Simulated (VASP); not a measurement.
Ba, 1 atom in the cell. Symmetry: Im-3m, No. 229, cubic system. The conventional cell has a = 4.928 Å, b = 4.928 Å, c = 4.928 Å, α = 90.00°, β = 90.00°, γ = 90.00°. Within 5.6 Å of Ba (site symmetry m-3m) lie 14 Ba at 4.27 to 4.93 Å. 

```yaml
Program: VASP 6.6.1
Task: relaxation of cell and atoms
Functional: SCAN
Potentials_or_basis: VASP PAW PBE potentials, release 64 (Ba_sv)
Cutoff: 650 eV
k_mesh: 11 × 11 × 11
Occupations: fermi-dirac, width 0.02 eV
Spin: no spin polarisation
Tolerance_level: standard
Purpose: cell
Passes: 3
Further_INCAR_settings: ALGO = Normal; EDIFF = 1e-07
```

Potentials or basis: VASP PAW PBE potentials, release 64 (Ba_sv).

The run is started by

```sh
$ cat potpaw_PBE.64/Ba_sv/POTCAR > POTCAR
$ cp INCAR.step1 INCAR
$ cp POSCAR.step1 POSCAR
$ mpirun -np 4 vasp_std > vasp.out
$ cp CONTCAR POSCAR
$ mpirun -np 4 vasp_std > vasp.out
$ cp CONTCAR POSCAR
$ mpirun -np 4 vasp_std > vasp.out
$ cp CONTCAR POSCAR
$ cp INCAR.step4 INCAR
$ mpirun -np 4 vasp_std > vasp.out
```

Hardware: 4 MPI ranks on Intel(R) Xeon(R) Platinum 8175M CPU @ 2.50GHz (Skylake/Cascade Lake) (shared host).

**Question.** Estimate the wall time of this run.

**Answer.** Wall time 18 min on 4 MPI ranks on Intel(R) Xeon(R) Platinum 8175M CPU @ 2.50GHz (Skylake/Cascade Lake), with other jobs on the host, peak memory 0.27 GiB a rank. Counts: k points 56, ion steps 19.
